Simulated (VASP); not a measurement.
# LaLu2N3 (I4/mmm) in VASP: notebook

The runs below take LaLu2N3 through single point, relaxation of cell and atoms, with PBE.

All numbers are computed with VASP 6.6.1; they aren't measurements. Logs are shortened: lines on timing, memory, paths and dates and some standing lists are left out, and cuts for length are marked.

**1. The cell of the first run**

Symmetry: I4/mmm, No. 139, tetragonal system. The conventional cell has a = 5.578 Å, b = 5.578 Å, c = 8.183 Å, α = 90.00°, β = 90.00°, γ = 90.00°. La (site symmetry 4/mmm) has 4 Lu at 2.79 Å and 8 N at 3.46 Å within 3.7 Å. Lu (site symmetry mmm) has 4 N at 2.05 to 2.79 Å and 2 La at 2.79 Å within 2.8 Å. N (site symmetry 4/mmm) has 4 Lu at 2.79 Å and 8 N at 3.46 Å within 3.7 Å. Within 2.7 Å of N (site symmetry -4m2) lie 2 Lu at 2.05 Å.

The cell was built from a structure type or drawn by symmetry, and may not be a known phase.

**2. Single point, PBE**

Contents of INCAR:

```
SYSTEM = LaLu2N3
PREC     = Accurate       ! precision mode
ENCUT    = 520            ! plane-wave cutoff, eV
EDIFF    = 1E-6           ! SCF threshold, eV
ISMEAR   = 0              ! smearing method
SIGMA    = 0.1            ! smearing width, eV
LREAL    = .FALSE.        ! projectors in reciprocal space
LASPH    = .TRUE.         ! aspherical terms in the spheres
NELM     = 100            ! most SCF steps
ALGO     = Normal         ! electronic algorithm
ISIF     = 2              ! what is computed and relaxed
LWAVE    = .FALSE.        ! write WAVECAR
LCHARG   = .FALSE.        ! write CHGCAR
GGA      = PE             ! functional
NBANDS   = 47             ! bands
```

Contents of KPOINTS:

```
Automatic mesh
0
G
  4 4 4
  0 0 0
```

Contents of POSCAR:

```
LaLu2N3
1.0
   -2.7891771742      2.7891771742      4.0915015600
    2.7891771742     -2.7891771742      4.0915015600
    2.7891771742      2.7891771742     -4.0915015600
La Lu N
1 2 3
Direct
    0.5000000000      0.5000000000      0.0000000000
    0.5000000000      0.0000000000      0.5000000000
    0.0000000000      0.5000000000      0.5000000000
    0.0000000000      0.0000000000      0.0000000000
    0.7500000000      0.2500000000      0.5000000000
    0.2500000000      0.7500000000      0.5000000000
```

Potentials or basis: VASP PAW PBE potentials, release 64 (La, Lu, N).

Command:

```
$ cat potpaw_PBE.64/La/POTCAR potpaw_PBE.64/Lu/POTCAR potpaw_PBE.64/N/POTCAR > POTCAR
$ mpirun -np 1 vasp_std > vasp.out
```

OUTCAR:

```text
SYSTEM = LaLu2N3
   PREC = Accurate
   ENCUT = 520
   EDIFF = 1E-6
   ISMEAR = 0
   LREAL = .FALSE.
   LASPH = .TRUE.
   NELM = 100
   ISIF = 2
   GGA = PE

 ion  position               nearest neighbor table
   1  0.500  0.500  0.000-   2 2.79   3 2.79   2 2.79   3 2.79
   2  0.500  0.000  0.500-   5 2.05   6 2.05   1 2.79   4 2.79   1 2.79   4 2.79
   3  0.000  0.500  0.500-   5 2.05   6 2.05   1 2.79   4 2.79   4 2.79   1 2.79
   4  0.000  0.000  0.000-   2 2.79   3 2.79   3 2.79   2 2.79
   5  0.750  0.250  0.500-   2 2.05   3 2.05
   6  0.250  0.750  0.500-   2 2.05   3 2.05

  LATTYP: Found a body centered tetragonal cell.
 ALAT       =     5.5783543484
 C/A-ratio  =     1.4669206380

  Lattice vectors:

 A1 = (  -2.7891771742,   2.7891771742,   4.0915015600)
 A2 = (   2.7891771742,  -2.7891771742,   4.0915015600)
 A3 = (   2.7891771742,   2.7891771742,  -4.0915015600)

Analysis of symmetry for initial positions (statically):
=====================================================================
 Subroutine PRICEL returns:
 Original cell was already a primitive cell.

 Routine SETGRP: Setting up the symmetry group for a
 body centered tetragonal supercell.

 Subroutine GETGRP returns: Found 16 space group operations
 (whereof 16 operations were pure point group operations)
 out of a pool of 16 trial point group operations.

The static configuration has the point symmetry D_4h.

Analysis of symmetry for dynamics (positions and initial velocities):
=====================================================================
 Subroutine PRICEL returns:
 Original cell was already a primitive cell.

 Routine SETGRP: Setting up the symmetry group for a
 body centered tetragonal supercell.

 Subroutine GETGRP returns: Found 16 space group operations
 (whereof 16 operations were pure point group operations)
 out of a pool of 16 trial point group operations.

The dynamic configuration has the point symmetry D_4h.

 Subroutine INISYM returns: Found 16 space group operations
 (whereof 16 operations are pure point group operations),
 and found     1 'primitive' translations

----------------------------------------------------------------------------------------

                                     Primitive cell

  volume of cell :     127.3195

  direct lattice vectors                    reciprocal lattice vectors
    -2.789177174  2.789177174  4.091501560     0.000000000  0.179264338  0.122204524
     2.789177174 -2.789177174  4.091501560     0.179264338  0.000000000  0.122204524
     2.789177174  2.789177174 -4.091501560     0.179264338  0.179264338  0.000000000

  length of vectors
     5.683256429  5.683256429  5.683256429     0.216955407  0.216955407  0.253518058

  position of ions in fractional coordinates (direct lattice)
     0.500000000  0.500000000  0.000000000
     0.500000000  0.000000000  0.500000000
     0.000000000  0.500000000  0.500000000
     0.000000000  0.000000000  0.000000000
     0.750000000  0.250000000  0.500000000
     0.250000000  0.750000000  0.500000000

  ion indices of the primitive-cell ions
   primitive index   ion index
                 1           1
                 2           2
                 3           3
                 4           4
                 5           5
                 6           6

----------------------------------------------------------------------------------------

 KPOINTS: Automatic mesh

Automatic generation of k-mesh.
 Grid dimensions read from file:
 generate k-points for:    4    4    4

 Generating k-lattice:

  Cartesian coordinates                     Fractional coordinates (reciprocal lattice)
     0.000000000  0.044816085  0.030551131     0.250000000  0.000000000 -0.000000000
     0.044816085  0.000000000  0.030551131     0.000000000  0.250000000 -0.000000000
     0.044816085  0.044816085  0.000000000     0.000000000  0.000000000  0.250000000

  Length of vectors
     0.054238852  0.054238852  0.063379515

  Shift w.r.t. Gamma in fractional coordinates (k-lattice)
     0.000000000  0.000000000  0.000000000

 Subroutine IBZKPT returns following result:
 ===========================================

 Found     13 irreducible k-points:

 Following reciprocal coordinates:
            Coordinates               Weight
  0.000000  0.000000  0.000000      1.000000
  0.250000  0.000000  0.000000      8.000000
  0.500000  0.000000  0.000000      4.000000
  0.250000  0.250000  0.000000      8.000000
  0.500000  0.250000  0.000000     16.000000
 -0.250000  0.250000  0.000000      4.000000
  0.500000  0.500000  0.000000      2.000000
  0.250000  0.250000  0.250000      2.000000
 -0.250000  0.250000  0.250000      4.000000
  0.500000  0.500000  0.250000      4.000000
 -0.250000  0.500000  0.250000      8.000000
 -0.250000 -0.250000  0.250000      2.000000
  0.500000  0.500000  0.500000      1.000000
   k-points           NKPTS =     13   k-points in BZ     NKDIM =     13   number of bands    NBANDS=     47
   number of dos      NEDOS =    301   number of ions     NIONS =      6
   total plane-waves  NPLWV =  74088
   dimension x,y,z NGX =    42 NGY =   42 NGZ =   42
   dimension x,y,z NGXF=    84 NGYF=   84 NGZF=   84
   ions per type =               1   2   3
   NGX,Y,Z   is equivalent  to a cutoff of  12.29, 12.29, 12.29 a.u.
   NGXF,Y,Z  is equivalent  to a cutoff of  24.57, 24.57, 24.57 a.u.
 SYSTEM =  LaLu2N3
   PREC   = accura    normal or accurate (medium, high low for compatibility)
   ISTART =      0    job   : 0-new  1-cont  2-samecut
   ICHARG =      2    charge: 1-file 2-atom 10-const
   ISPIN  =      1    spin polarized calculation?
   LNONCOLLINEAR =      F non collinear calculations
   LSORBIT =      F    spin-orbit coupling
   LASPH  =      T    aspherical Exc in radial PAW
   ENCUT  =  520.0 eV  38.22 Ry    6.18 a.u.  10.57 10.57 10.57*2*pi/ulx,y,z
   NELM   =    100;   NELMIN=  2; NELMDL= -5     # of ELM steps
   EDIFF  = 0.1E-05   stopping-criterion for ELM
   LREAL  =      F    real-space projection
   EDIFFG = 0.1E-04   stopping-criterion for IOM
   NSW    =      0    number of steps for IOM
   IBRION =     -1    ionic relax: 0-MD 1-quasi-New 2-CG
   NFREE  =      0    steps in history (QN), initial steepest desc. (CG)
   ISIF   =      2    stress and relaxation
   ISYM   =      2    0-nonsym 1-usesym 2-fastsym
   POTIM  = 0.5000    time-step for ionic-motion
   TEBEG  =    0.0;   TEEND  =   0.0 temperature during run
   PSTRESS=    0.0 pullay stress
   NELECT =      76.0000    total number of electrons
   NUPDOWN=      -1.0000    fix difference up-down
   EMIN   =  10.00;   EMAX   =-10.00  energy-range for DOS
   EFERMI =   0.00;   METHOD = LEGACY
   ISMEAR =     0;   SIGMA  =   0.10  broadening in eV -4-tet -1-fermi 0-gaus
   EFERMI_NEDOS =   21; number of points for ismear=-14 and -15
   IALGO  =     38    algorithm
   IMIX   =      4    mixing-type and parameters
     AMIX     =   0.40;   BMIX     =  1.00
     AMIX_MAG =   1.60;   BMIX_MAG =  1.00
  volume/ion in A,a.u.               =      21.22       143.20
  Fermi-wavevector in a.u.,A,eV,Ry     =   1.378418  2.604833 25.851576  1.900037
  Thomas-Fermi vector in A             =   2.503482
   LORBIT       =      0    0 simple, 1 ext, 2 COOP (PROOUT), +10 PAW based schemes
   GGA     = PE    functional components
   LHFCALC =     F    Hartree Fock is set to
   AEXX    =    0.0000 exact exchange contribution
   IVDW    =     0    specifies the selected vdW correction
   LEPSILON=     F    determine dielectric tensor
   LRPA    =     F    only Hartree local field effects (RPA)
 non-spin polarized calculation
 Gauss-broadening in eV      SIGMA  =   0.10
  energy-cutoff  :      520.00
  volume of cell :      127.32
 maximum number of plane-waves:      3451
   NGX = 21   NGY = 21   NGZ = 21

 number of electron      76.0000015 magnetization

 Free energy of the ion-electron system (eV)
  ---------------------------------------------------
  ext. energy  EPLUGINS =         0.00000000
  ---------------------------------------------------
  free energy    TOTEN  =       -32.48331777 eV

  energy without entropy =      -32.44659967  energy(sigma->0) =      -32.46495872

 E-fermi :   2.6067     XC(G=0):  -9.8066

 val. band max:        2.5564344691   @ k =   0.0000   0.0000   0.0000
 cond. band min:       2.6270510529   @ k =  -0.2500   0.5000   0.2500
 fundamental gap:      0.0706165838
 Fermi energy:         2.6067216993

 k-point     1 :       0.0000    0.0000    0.0000
  band No.  band energies     occupation
      1     -52.4954      2.00000
      2     -52.4899      2.00000
      3     -30.6047      2.00000
      4     -23.8663      2.00000
      5     -23.8663      2.00000
      6     -23.3107      2.00000
[... 39 lines left out ...]
     46       4.4407      0.00000
     47       4.4673      0.00000

 k-point     2 :       0.2500    0.0000    0.0000
  band No.  band energies     occupation
      1     -52.4946      2.00000
      2     -52.4907      2.00000
      3     -30.6276      2.00000
      4     -23.8652      2.00000
      5     -23.7537      2.00000
      6     -23.2886      2.00000
[... 39 lines left out ...]
     46       4.3916      0.00000
     47       4.4806      0.00000

 k-point     3 :       0.5000    0.0000    0.0000
  band No.  band energies     occupation
      1     -52.4927      2.00000
      2     -52.4926      2.00000
      3     -30.6501      2.00000
      4     -23.8640      2.00000
      5     -23.6373      2.00000
      6     -23.2352      2.00000
[... 39 lines left out ...]
     46       4.3971      0.00000
     47       4.4651      0.00000

 k-point     4 :       0.2500    0.2500    0.0000
  band No.  band energies     occupation
      1     -52.4937      2.00000
      2     -52.4916      2.00000
      3     -30.6503      2.00000
      4     -23.7879      2.00000
      5     -23.7187      2.00000
      6     -23.2392      2.00000
[... 389 lines left out ...]
     46       4.3871      0.00000
     47       4.4553      0.00000

 k-point    12 :      -0.2500   -0.2500    0.2500
  band No.  band energies     occupation
      1     -52.4948      2.00000
      2     -52.4906      2.00000
      3     -30.6044      2.00000
      4     -23.8672      2.00000
      5     -23.8672      2.00000
      6     -23.2453      2.00000
[... 39 lines left out ...]
     46       4.3906      0.00000
     47       4.4537      0.00000

 k-point    13 :       0.5000    0.5000    0.5000
  band No.  band energies     occupation
      1     -52.4941      2.00000
      2     -52.4912      2.00000
      3     -30.6041      2.00000
      4     -23.8681      2.00000
      5     -23.8681      2.00000
      6     -23.3331      2.00000
[... 39 lines left out ...]
     46       4.3620      0.00000
     47       4.4469      0.00000

------------------------ aborting loop because EDIFF is reached ----------------------------------------

  FORCE on cell =-STRESS in cart. coord.  units (eV):
  Direction    XX          YY          ZZ          XY          YZ          ZX
  --------------------------------------------------------------------------------------
  -------------------------------------------------------------------------------------
  Total        0.2143909      0.2143909      1.2000741      0.0000000     -0.0000000      0.0000000
  in kB        2.6978763      2.6978763     15.1016269      0.0000000     -0.0000000      0.0000000
  external PRESSURE =       6.8324598 kB  Pullay stress =       0.0000000 kB

 VOLUME and BASIS-vectors are now :
 -----------------------------------------------------------------------------
  energy-cutoff  :      520.00
  volume of cell :      127.32
      direct lattice vectors                 reciprocal lattice vectors
    -2.789177174  2.789177174  4.091501560     0.000000000  0.179264338  0.122204524
     2.789177174 -2.789177174  4.091501560     0.179264338  0.000000000  0.122204524
     2.789177174  2.789177174 -4.091501560     0.179264338  0.179264338  0.000000000

 POSITION                                       TOTAL-FORCE (eV/Angst)
 -----------------------------------------------------------------------------------
      0.00000      0.00000      4.09150        -0.000000      0.000000      0.000000
      0.00000      2.78918      0.00000        -0.000000      0.000000      0.000000
      2.78918      0.00000      0.00000        -0.000000      0.000000      0.000000
      0.00000      0.00000      0.00000        -0.000000      0.000000      0.000000
      0.00000      2.78918      2.04575        -0.000000      0.000000      0.000000
      2.78918      0.00000      2.04575         0.000000     -0.000000     -0.000000
 -----------------------------------------------------------------------------------
    total drift:                                0.000000      0.000000      0.000000

  FREE ENERGIE OF THE ION-ELECTRON SYSTEM (eV)
  ---------------------------------------------------
  free  energy   TOTEN  =       -32.4833177746 eV

  energy  without entropy=      -32.4465996722  energy(sigma->0) =      -32.46495872
```

It used 690 s of CPU time on 1 thread of AMD EPYC 7R13 Processor (Zen 3), with other jobs on the host.

What came out:

| Quantity | Value |
| --- | --- |
| Free energy | -32.4833 eV |
| Pressure | 0.7 GPa |
| Band gap on the k mesh | zero (bands 38 and 39 overlap by 1.04 eV) |

Caveat: spin-orbit coupling is left out, which moves the levels of the heavy elements.

**3. Relaxation of cell and atoms, PBE**

This run uses another cell than the first one, of 19.05 Å³/atom.

Contents of INCAR:

```
SYSTEM = LaLu2N3
PREC     = Accurate       ! precision mode
ENCUT    = 600            ! plane-wave cutoff, eV
EDIFF    = 1E-6           ! SCF threshold, eV
ISMEAR   = 0              ! smearing method
SIGMA    = 0.1            ! smearing width, eV
LREAL    = .False.        ! projectors in reciprocal space
LASPH    = .True.         ! aspherical terms in the spheres
NELM     = 100            ! most SCF steps
ALGO     = Normal         ! electronic algorithm
ISIF     = 3              ! what is computed and relaxed
LWAVE    = .False.        ! write WAVECAR
LCHARG   = .False.        ! write CHGCAR
GGA      = PE             ! functional
IBRION   = 2              ! ionic algorithm
NSW      = 90             ! ionic steps
EDIFFG   = -0.04          ! ionic threshold
```

Contents of KPOINTS:

```
regular mesh
0
Gamma
  4 4 4
  0 0 0
```

POSCAR: that of step 2 with these lines changed.

```diff
@@ -2,5 +2,5 @@
 1.0
-   -2.7891771742      2.7891771742      4.0915015600
-    2.7891771742     -2.7891771742      4.0915015600
-    2.7891771742      2.7891771742     -4.0915015600
+   -2.8844591600      2.8844591600      3.4338604200
+    2.8844591600     -2.8844591600      3.4338604200
+    2.8844591600      2.8844591600     -3.4338604200
 La Lu N
```

Potentials or basis: VASP PAW PBE potentials, release 64 (La, Lu, N).

Command:

```
$ cat potpaw_PBE.64/La/POTCAR potpaw_PBE.64/Lu/POTCAR potpaw_PBE.64/N/POTCAR > POTCAR
$ mpirun -np 1 vasp_std > vasp.out
```

It took 76 min on 1 thread of AMD EPYC 7R13 (Zen 3), shared host; peak memory 0.38 GiB.

The run converged. Its results:

* Free energy: -32.4785 eV
* Relaxed volume: 21.41 Å³/atom
* Relaxed cell: a = 5.702 Å, b = 5.702 Å, c = 5.702 Å, α = 121.29°, β = 121.29°, γ = 87.77°
* Space group after relaxing (to 0.1 Å): I4/mmm (No. 139)
* Energy gained by relaxing: 817.6 meV/atom
* Ionic steps: 15
* Pressure after relaxing: 0.1 GPa
* Band gap on the k mesh: zero (bands 38 and 39 overlap by 1.02 eV)

The path:
| step | energy change (eV) | largest force (eV/Å) | pressure (GPa) | volume (Å³) |
| --- | --- | --- | --- | --- |
| 1 | 0.0000 | 0.0000 | 30.25 | 114.28 |
| 2 | 0.1434 | 0.0000 | -12.85 | 174.19 |
| 3 | -4.7949 | 0.0000 | -3.33 | 139.92 |
| 4 | -4.8357 | 0.0000 | -2.18 | 138.15 |
| 5 | -4.8439 | 0.0000 | -1.45 | 136.95 |
| 6 | -4.8428 | 0.0000 | -1.01 | 136.50 |
| 7 | -4.8785 | 0.0000 | -0.66 | 133.42 |
| 8 | -4.8987 | 0.0000 | -0.22 | 130.66 |
| 9 | -4.8946 | 0.0000 | 0.95 | 125.23 |
| 10 | -4.9050 | 0.0000 | 0.24 | 128.47 |
| 11 | -4.9051 | 0.0000 | 0.17 | 128.31 |
| 12 | -4.9028 | 0.0000 | 0.59 | 126.77 |
| 13 | -4.9051 | 0.0000 | 0.32 | 128.09 |
| 14 | -4.9047 | 0.0000 | -0.29 | 128.88 |
| 15 | -4.9058 | 0.0000 | 0.11 | 128.44 |

Final structure:
```yaml
crystal:
  lattice:
    - [-2.79523, 2.79523, 4.10965]
    - [2.79523, -2.79523, 4.10965]
    - [2.79523, 2.79523, -4.10965]
  atoms:
    - { symbol: La, position: [0.50000, 0.50000, 0.00000] }
    - { symbol: Lu, position: [0.50000, 0.00000, 0.50000] }
    - { symbol: Lu, position: [0.00000, 0.50000, 0.50000] }
    - { symbol: N, position: [0.00000, 0.00000, 0.00000] }
    - { symbol: N, position: [0.75000, 0.25000, 0.50000] }
    - { symbol: N, position: [0.25000, 0.75000, 0.50000] }
```

Levels at points of the mesh, in eV from the Fermi level:
```csv
k point,band 35,band 36,band 37,band 38,band 39,band 40,band 41,band 42
"(0.00, 0.00, 0.00)",-0.96,-0.96,-0.86,-0.48,-0.03,-0.03,0.75,1.75
"(0.50, 0.00, 0.00)",-1.31,-1.28,-1.20,-0.56,0.15,0.97,1.09,1.30
"(0.50, 0.50, 0.00)",-1.50,-0.30,-0.06,0.38,1.15,1.16,1.41,1.61
"(0.50, 0.50, 0.50)",-1.18,-1.10,-0.71,-0.40,-0.05,-0.05,0.67,1.35
```

Caveat: spin-orbit coupling is left out, which moves the levels of the heavy elements.
